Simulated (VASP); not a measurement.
Write the native input for VASP 6.6.1 that does the following.

```
Task                   : relaxation of cell and atoms
Functional             : PBE
Potentials or basis    : VASP PAW PBE potentials, release 64 (Sr_sv, Zn)
Cutoff                 : 600 eV
k mesh                 : 4 × 4 × 4
Occupations            : fermi-dirac, width 0.15 eV
Spin                   : no spin polarisation
Target pressure        : 20 GPa
Dipole correction      : no
Further INCAR settings : ALGO = Normal; EDIFF = 1e-06; IBRION = 2; EDIFFG = -0.05; NSW = 80; ISIF = 3
```

The structure of Sr3Zn lies in POSCAR:

```
Sr3Zn
1.0
    5.4799420000      0.0000000000      0.0000000000
    0.0000000000      5.4799420000      0.0000000000
    0.0000000000      0.0000000000      5.4799420000
Sr Zn
3 1
Direct
    0.5000000000      0.0000000000      0.5000000000
    0.5000000000      0.5000000000      0.0000000000
    0.0000000000      0.5000000000      0.5000000000
    0.0000000000      0.0000000000      0.0000000000
```

The input as run:

INCAR

```
PREC = Accurate ; ENCUT = 600
EDIFF = 1E-6 ; ISMEAR = -1
SIGMA = 0.15 ; LREAL = False
LASPH = True ; NELM = 100
ALGO = Normal ; ISIF = 3
LWAVE = False ; LCHARG = False
GGA = PE ; IBRION = 2
NSW = 80 ; EDIFFG = -0.05
PSTRESS = 200.0
```

KPOINTS

```
regular mesh
0
Gamma
  4 4 4
```

Potentials or basis: VASP PAW PBE potentials, release 64 (Sr_sv, Zn).

The run is started by

```bash
$ cat potpaw_PBE.64/Sr_sv/POTCAR potpaw_PBE.64/Zn/POTCAR > POTCAR
$ mpirun -np 1 vasp_std > vasp.out
```

Results of the run:

```json
{"Relaxed volume": "23.98 Å³/atom", "Relaxed cell": "a = 4.578 Å, b = 4.578 Å, c = 4.578 Å, α = 90.00°, β = 90.00°, γ = 90.00°", "Space group after relaxing (to 0.05 Å)": "Pm-3m (No. 221)", "Energy change on relaxing (the enthalpy is what falls)": "+702.2 meV/atom", "Ionic steps": "4", "Pressure after relaxing": "19.8 GPa", "Band gap on the k mesh": "zero (band 21 reaches 4.59 eV, above the bottom of band 22 at 4.12 eV)"}
```

Caveat: the cell is relaxed towards a set pressure, so the enthalpy falls and the energy may rise; the volume moved by over 15 % at a fixed basis, so the end points are rough.

Run time: 6.5 min on 1 thread of AMD EPYC 7R13 (shared host), peak memory 0.34 GiB.
